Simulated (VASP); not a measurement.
Wanted: the native input for a VASP 6.6.1 run.

* Task: single point
* Functional: LDA
* Potentials or basis: VASP PAW LDA potentials, release 64 (Ir_sv_GW)
* Cutoff: 500 eV
* k mesh: 18 × 18 × 18
* Occupations: gaussian, width 0.1 eV
* Spin: no spin polarisation
* Dipole correction: no
* Second run: valence_matched
* Further INCAR settings: ALGO = Normal; EDIFF = 1e-06; NBANDS = 14

The structure of Ir lies in POSCAR:

```
Ir
1.0
    0.0000000000      1.9054060557      1.9054060557
    1.9054060557      0.0000000000      1.9054060557
    1.9054060557      1.9054060557      0.0000000000
Ir
1
Direct
    0.0000000000      0.0000000000      0.0000000000
```

The input as run:

INCAR

```
SYSTEM = Ir
PREC = Accurate
ENCUT = 500
EDIFF = 1E-6
ISMEAR = 0
SIGMA = 0.1
LREAL = .False.
LASPH = .True.
NELM = 120
ALGO = Normal
ISIF = 2
LWAVE = .False.
LCHARG = .True.
GGA = CA
LELF = .True.
LVHAR = .True.
NBANDS = 14
GGA_COMPAT = .False.
```

KPOINTS

```
Automatic mesh
0
Gamma
  18 18 18
  0 0 0
```

Potentials or basis: VASP PAW LDA potentials, release 64 (Ir_sv_GW).

Run with:

```sh
$ cat potpaw_LDA.64/Ir_sv_GW/POTCAR > POTCAR
$ mpirun -np 1 vasp_std > vasp.out
```

It gave:

| Property | Result |
| --- | --- |
| Pressure | -1.7 GPa |

Wall time 30 s on 1 thread of AMD EPYC 7R13 Processor (Zen 3) (shared host), peak memory 0.12 GiB.
